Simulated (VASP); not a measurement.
# CdS (P6_3mc) in VASP: notebook

CdS is run at these levels: r2SCAN; tasks: single point.

All numbers are computed with VASP 6.6.1; they aren't measurements. Logs are shortened: lines on timing, memory, paths and dates and some standing lists are left out, and cuts for length are marked.

**1. The cell of the first run**

Symmetry: P6_3mc, No. 186, hexagonal system. Conventional cell: a = 4.031 Å, b = 4.031 Å, c = 6.412 Å, α = 90.00°, β = 90.00°, γ = 120.00°. Cd (site symmetry 3m) has 4 S at 2.44 to 2.47 Å within 3.2 Å. S (site symmetry 3m) has 4 Cd at 2.44 to 2.47 Å within 3.2 Å.

**2. Single point, r2SCAN (strain -0.025 along x and y, -0.050 along z)**

File POSCAR:

```
CdS
1.0
    4.0314292233      0.0000000000      0.0000000000
   -2.0157146117      3.4913201210      0.0000000000
    0.0000000000      0.0000000000      6.4115500000
Cd S
2 2
Direct
    0.3333333333      0.6666666667      0.0000000000
    0.6666666667      0.3333333333      0.5000000000
    0.3333333333      0.6666666667      0.3850000000
    0.6666666667      0.3333333333      0.8850000000
```

File INCAR.step1:

```
  PREC = Accurate
  ENCUT = 520
  ISMEAR = 0
  SIGMA = 0.05
  LREAL = F
  LASPH = T
  NELM = 80
  NBANDS = 26
  GGA = PE
  ALGO = Normal
  EDIFF = 1E-4
  LWAVE = T
  LCHARG = F
```

File INCAR.step2:

```
  PREC = Accurate
  ENCUT = 520
  EDIFF = 1E-7
  ISMEAR = 0
  SIGMA = 0.05
  LREAL = F
  LASPH = T
  NELM = 80
  ALGO = Normal
  ISIF = 2
  LWAVE = F
  LCHARG = F
  METAGGA = R2SCAN
  LMIXTAU = T
  NBANDS = 26
  ISTART = 1
```

File KPOINTS:

```
regular mesh
0
Gamma
  12 12 4
```

Potentials or basis: VASP PAW PBE potentials, release 64 (Cd, S).

Started as:

```sh
$ cat potpaw_PBE.64/Cd/POTCAR potpaw_PBE.64/S/POTCAR > POTCAR
$ cp INCAR.step1 INCAR
$ mpirun -np 1 vasp_std > vasp.out
$ cp INCAR.step2 INCAR
$ mpirun -np 1 vasp_std > vasp.out
```

OUTCAR:

```text
PREC = Accurate
   ENCUT = 520
   EDIFF = 1E-7
   ISMEAR = 0
   LREAL = F
   LASPH = T
   NELM = 80
   ISIF = 2
   METAGGA = R2SCAN
   ISTART = 1

 ion  position               nearest neighbor table
   1  0.333  0.667  0.000-   4 2.44   4 2.44   4 2.44   3 2.47
   2  0.667  0.333  0.500-   3 2.44   3 2.44   3 2.44   4 2.47
   3  0.333  0.667  0.385-   2 2.44   2 2.44   2 2.44   1 2.47
   4  0.667  0.333  0.885-   1 2.44   1 2.44   1 2.44   2 2.47

  LATTYP: Found a hexagonal cell.
 ALAT       =     4.0314292233
 C/A-ratio  =     1.5903913091

  Lattice vectors:

 A1 = (   4.0314292233,   0.0000000000,   0.0000000000)
 A2 = (  -2.0157146117,   3.4913201210,   0.0000000000)
 A3 = (   0.0000000000,   0.0000000000,   6.4115500000)

Analysis of symmetry for initial positions (statically):
=====================================================================
 Subroutine PRICEL returns:
 Original cell was already a primitive cell.

 Routine SETGRP: Setting up the symmetry group for a
 hexagonal supercell.

 Subroutine GETGRP returns: Found 12 space group operations
 (whereof  6 operations were pure point group operations)
 out of a pool of 24 trial point group operations.

The static configuration has the point symmetry C_3v.
 The point group associated with its full space group is C_6v.

Analysis of symmetry for dynamics (positions and initial velocities):
=====================================================================
 Subroutine PRICEL returns:
 Original cell was already a primitive cell.

 Routine SETGRP: Setting up the symmetry group for a
 hexagonal supercell.

 Subroutine GETGRP returns: Found 12 space group operations
 (whereof  6 operations were pure point group operations)
 out of a pool of 24 trial point group operations.

The dynamic configuration has the point symmetry C_3v.
 The point group associated with its full space group is C_6v.

 Subroutine INISYM returns: Found 12 space group operations
 (whereof  6 operations are pure point group operations),
 and found     1 'primitive' translations

----------------------------------------------------------------------------------------

                                     Primitive cell

  volume of cell :      90.2426

  direct lattice vectors                    reciprocal lattice vectors
     4.031429223  0.000000000  0.000000000     0.248050988  0.143212304  0.000000000
    -2.015714612  3.491320121  0.000000000     0.000000000  0.286424609  0.000000000
     0.000000000  0.000000000  6.411550000     0.000000000  0.000000000  0.155968526

  length of vectors
     4.031429223  4.031429223  6.411550000     0.286424609  0.286424609  0.155968526

  position of ions in fractional coordinates (direct lattice)
     0.333333333  0.666666667  0.000000000
     0.666666667  0.333333333  0.500000000
     0.333333333  0.666666667  0.385000000
     0.666666667  0.333333333  0.885000000

  ion indices of the primitive-cell ions
   primitive index   ion index
                 1           1
                 2           2
                 3           3
                 4           4

----------------------------------------------------------------------------------------

 KPOINTS: regular mesh

Automatic generation of k-mesh.
 Grid dimensions read from file:
 generate k-points for:   12   12    4

 Generating k-lattice:

  Cartesian coordinates                     Fractional coordinates (reciprocal lattice)
     0.020670916  0.011934359  0.000000000     0.083333333  0.000000000  0.000000000
     0.000000000  0.023868717  0.000000000     0.000000000  0.083333333  0.000000000
     0.000000000  0.000000000  0.038992131     0.000000000  0.000000000  0.250000000

  Length of vectors
     0.023868717  0.023868717  0.038992131

  Shift w.r.t. Gamma in fractional coordinates (k-lattice)
     0.000000000  0.000000000  0.000000000

 Subroutine IBZKPT returns following result:
 ===========================================

 Found     57 irreducible k-points:

 Following reciprocal coordinates:
            Coordinates               Weight
  0.000000  0.000000  0.000000      1.000000
  0.083333 -0.000000  0.000000      6.000000
  0.166667 -0.000000  0.000000      6.000000
  0.250000 -0.000000  0.000000      6.000000
  0.333333 -0.000000  0.000000      6.000000
  0.416667 -0.000000  0.000000      6.000000
[... 16 lines left out ...]
  0.250000 -0.000000  0.250000     12.000000
  0.333333 -0.000000  0.250000     12.000000
 [... further k-points ...]
   k-points           NKPTS =     57   k-points in BZ     NKDIM =     57   number of bands    NBANDS=     26
   number of dos      NEDOS =    301   number of ions     NIONS =      4
   total plane-waves  NPLWV =  43200
   dimension x,y,z NGX =    30 NGY =   30 NGZ =   48
   dimension x,y,z NGXF=    60 NGYF=   60 NGZF=   96
   ions per type =               2   2
   NGX,Y,Z   is equivalent  to a cutoff of  12.37, 12.37, 12.45 a.u.
   NGXF,Y,Z  is equivalent  to a cutoff of  24.74, 24.74, 24.89 a.u.
 SYSTEM =  unknown system
   PREC   = accura    normal or accurate (medium, high low for compatibility)
   ISTART =      1    job   : 0-new  1-cont  2-samecut
   ICHARG =      0    charge: 1-file 2-atom 10-const
   ISPIN  =      1    spin polarized calculation?
   LNONCOLLINEAR =      F non collinear calculations
   LSORBIT =      F    spin-orbit coupling
   LASPH  =      T    aspherical Exc in radial PAW
   ENCUT  =  520.0 eV  38.22 Ry    6.18 a.u.   7.50  7.50 11.92*2*pi/ulx,y,z
   NELM   =     80;   NELMIN=  2; NELMDL=  0     # of ELM steps
   EDIFF  = 0.1E-06   stopping-criterion for ELM
   LREAL  =      F    real-space projection
   EDIFFG = 0.1E-05   stopping-criterion for IOM
   NSW    =      0    number of steps for IOM
   IBRION =     -1    ionic relax: 0-MD 1-quasi-New 2-CG
   NFREE  =      0    steps in history (QN), initial steepest desc. (CG)
   ISIF   =      2    stress and relaxation
   ISYM   =      2    0-nonsym 1-usesym 2-fastsym
   POTIM  = 0.5000    time-step for ionic-motion
   TEBEG  =    0.0;   TEEND  =   0.0 temperature during run
   PSTRESS=    0.0 pullay stress
   NELECT =      36.0000    total number of electrons
   NUPDOWN=      -1.0000    fix difference up-down
   EMIN   =  10.00;   EMAX   =-10.00  energy-range for DOS
   EFERMI =   0.00;   METHOD = LEGACY
   ISMEAR =     0;   SIGMA  =   0.05  broadening in eV -4-tet -1-fermi 0-gaus
   EFERMI_NEDOS =   21; number of points for ismear=-14 and -15
   IALGO  =     38    algorithm
   IMIX   =      4    mixing-type and parameters
     AMIX     =   0.40;   BMIX     =  1.00
     AMIX_MAG =   1.60;   BMIX_MAG =  1.00
  volume/ion in A,a.u.               =      22.56       152.25
  Fermi-wavevector in a.u.,A,eV,Ry     =   1.205143  2.277389 19.760674  1.452369
  Thomas-Fermi vector in A             =   2.340847
   LORBIT       =      0    0 simple, 1 ext, 2 COOP (PROOUT), +10 PAW based schemes
   METAGGA = R2SCAN    functional components
   LHFCALC =     F    Hartree Fock is set to
   AEXX    =    0.0000 exact exchange contribution
   IVDW    =     0    specifies the selected vdW correction
   LEPSILON=     F    determine dielectric tensor
   LRPA    =     F    only Hartree local field effects (RPA)
 non-spin polarized calculation
 Gauss-broadening in eV      SIGMA  =   0.05
  energy-cutoff  :      520.00
  volume of cell :       90.24
 maximum number of plane-waves:      2454
 NGX is ok and might be reduce to    30
   NGX = 15   NGY = 15   NGZ = 23

 number of electron      36.0000015 magnetization

 Free energy of the ion-electron system (eV)
  ---------------------------------------------------
  ext. energy  EPLUGINS =         0.00000000
  ---------------------------------------------------
  free energy    TOTEN  =       -59.05133803 eV

  energy without entropy =      -59.05133803  energy(sigma->0) =      -59.05133803

 E-fermi :   2.1331     XC(G=0): -10.2082

 val. band max:        1.8990412249   @ k =   0.0000   0.0000   0.0000
 cond. band min:       3.8564123144   @ k =   0.0000   0.0000   0.0000
 fundamental gap:      1.9573710895
 Fermi energy:         2.1330753793

 k-point     1 :       0.0000    0.0000    0.0000
  band No.  band energies     occupation
      1     -11.6116      2.00000
      2     -11.0670      2.00000
      3      -6.4322      2.00000
      4      -6.4322      2.00000
      5      -6.3814      2.00000
      6      -6.3255      2.00000
[... 18 lines left out ...]
     25      10.0217      0.00000
     26      10.5951      0.00000

 k-point     2 :       0.0833   -0.0000    0.0000
  band No.  band energies     occupation
      1     -11.5810      2.00000
      2     -11.0536      2.00000
      3      -6.4212      2.00000
      4      -6.4169      2.00000
      5      -6.3619      2.00000
      6      -6.3098      2.00000
[... 18 lines left out ...]
     25      10.2063      0.00000
     26      10.4305      0.00000

 k-point     3 :       0.1667   -0.0000    0.0000
  band No.  band energies     occupation
      1     -11.4955      2.00000
      2     -11.0184      2.00000
      3      -6.3843      2.00000
      4      -6.3768      2.00000
      5      -6.3089      2.00000
      6      -6.2586      2.00000
[... 18 lines left out ...]
     25      10.1199      0.00000
     26      10.7129      0.00000

 k-point     4 :       0.2500   -0.0000    0.0000
  band No.  band energies     occupation
      1     -11.3738      2.00000
      2     -10.9746      2.00000
      3      -6.3390      2.00000
      4      -6.3271      2.00000
      5      -6.2118      2.00000
      6      -6.1724      2.00000
[... 18 lines left out ...]
     25      10.5885      0.00000
     26      11.3095      0.00000
[... 496 lines left out ...]
      1     -11.4211      2.00000
      2     -11.0820      2.00000
      3      -6.3672      2.00000
      4      -6.3622      2.00000
      5      -6.2994      2.00000
      6      -6.2727      2.00000
[... 18 lines left out ...]
     25      10.3262      0.00000
     26      10.3377      0.00000

 k-point    23 :       0.2500   -0.0000    0.2500
  band No.  band energies     occupation
      1     -11.3093      2.00000
      2     -11.0255      2.00000
      3      -6.3239      2.00000
      4      -6.3068      2.00000
      5      -6.2349      2.00000
      6      -6.1973      2.00000
[... 18 lines left out ...]
     25      10.4518      0.00000
     26      11.0296      0.00000

 k-point    24 :       0.3333   -0.0000    0.2500
  band No.  band energies     occupation
      1     -11.1915      2.00000
      2     -10.9748      2.00000
      3      -6.3018      2.00000
      4      -6.2578      2.00000
      5      -6.1639      2.00000
      6      -6.1215      2.00000
[... 18 lines left out ...]
     25      10.6127      0.00000
     26      11.8178      0.00000

 [... further k-points ...]

------------------------ aborting loop because EDIFF is reached ----------------------------------------

  FORCE on cell =-STRESS in cart. coord.  units (eV):
  Direction    XX          YY          ZZ          XY          YZ          ZX
  --------------------------------------------------------------------------------------
  -------------------------------------------------------------------------------------
  Total        5.5558642      5.5558642      5.4705300     -0.0000000      0.0000000      0.0000000
  in kB       98.6394093     98.6394093     97.1243768     -0.0000000      0.0000000      0.0000000
  external PRESSURE =      98.1343985 kB  Pullay stress =       0.0000000 kB

 VOLUME and BASIS-vectors are now :
 -----------------------------------------------------------------------------
  energy-cutoff  :      520.00
  volume of cell :       90.24
      direct lattice vectors                 reciprocal lattice vectors
     4.031429223  0.000000000  0.000000000     0.248050988  0.143212304  0.000000000
    -2.015714612  3.491320121  0.000000000     0.000000000  0.286424609  0.000000000
     0.000000000  0.000000000  6.411550000     0.000000000  0.000000000  0.155968526

 POSITION                                       TOTAL-FORCE (eV/Angst)
 -----------------------------------------------------------------------------------
     -0.00000      2.32755      0.00000         0.000000      0.000000      0.081809
      2.01571      1.16377      3.20578        -0.000000     -0.000000      0.081809
     -0.00000      2.32755      2.46845         0.000000      0.000000     -0.081809
      2.01571      1.16377      5.67422         0.000000      0.000000     -0.081809
 -----------------------------------------------------------------------------------
    total drift:                               -0.000000     -0.000000     -0.001355

  FREE ENERGIE OF THE ION-ELECTRON SYSTEM (eV)
  ---------------------------------------------------
  free  energy   TOTEN  =       -59.0513380271 eV

  energy  without entropy=      -59.0513380271  energy(sigma->0) =      -59.05133803
```

Run time: 5.5 min. Hardware: 1 thread of Intel Xeon Platinum 8488C (Sapphire Rapids), shared host; peak memory 0.28 GiB.

Results:

| Item | Value |
| --- | --- |
| Free energy | -59.0513 eV |
| Pressure | 9.8 GPa |
| Largest force | 0.082 eV/Å |
| Band gap on the k mesh | 1.96 eV |

Forces in eV/Å, atoms in the order of the input:
```
Cd   0.000  0.000  0.082
Cd   0.000  0.000  0.082
S    0.000  0.000 -0.082
S    0.000  0.000 -0.082
```

Stress tensor (GPa, compression positive):
```
9.86 0.00 0.00
0.00 9.86 0.00
0.00 0.00 9.71
```

Levels at points of the mesh, in eV from the valence-band top:
```
           k point  band 16  band 17  band 18  band 19  band 20  band 21
(0.00, 0.00, 0.00)    -0.01     0.00     0.00     1.96     3.20     6.85
(0.50, 0.00, 0.00)    -2.34    -1.49    -0.98     4.11     4.45     5.47
(0.00, 0.00, 0.50)    -0.48    -0.48    -0.48     3.49     3.49     6.83
(0.50, 0.00, 0.50)    -1.69    -1.47    -1.47     3.98     3.98     5.83
```

Caveat: the cell differs from its parent crystal (strain -0.025 along x and y, -0.050 along z); the cell stands under pressure; the PAW data sets were made with another functional, which shifts forces and pressure a little. A k mesh can miss the band edges.

[end of part 1 of 2]
